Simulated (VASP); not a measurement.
The system is CuO.

```
Cu O
1.0
     3.42205    0.00000    0.00000
     0.00000    3.42205    0.00000
     0.00000    0.00000    4.26046
Cu O
2 2
Direct
  0.00000 0.50000 0.00000
  0.50000 0.00000 0.50000
  0.00000 0.00000 0.25000
  0.00000 0.00000 0.75000
```

Base run:

```yaml
Program: VASP 6.6.1
Functional: PBE
Potentials_or_basis: VASP PAW PBE potentials, release 64 (Cu, O)
Cutoff: 520 eV
k_mesh: 8 × 8 × 6
Occupations: fermi-dirac, width 0.05 eV
Spin: no spin polarisation
Hubbard_terms: Cu d U = 1.0 eV
```

Its results: band gap on the k mesh zero (bands 17 and 18 overlap by 1.80 eV); pressure -2.6 GPa.

Question: The run is repeated on the same cell with these changes: hubbard terms from Cu d U = 1.0 eV to Cu d U = 5.0 eV. What comes out?

Answer: Band gap on the k mesh zero (bands 17 and 18 overlap by 1.86 eV); pressure -3.3 GPa.

Caveats: U without spin polarisation on a metal has little footing; the stress differs along the axes, from -14 to 21 GPa (at least some runs); the stress differs along the axes, from -14 to 18 GPa (at least some runs).
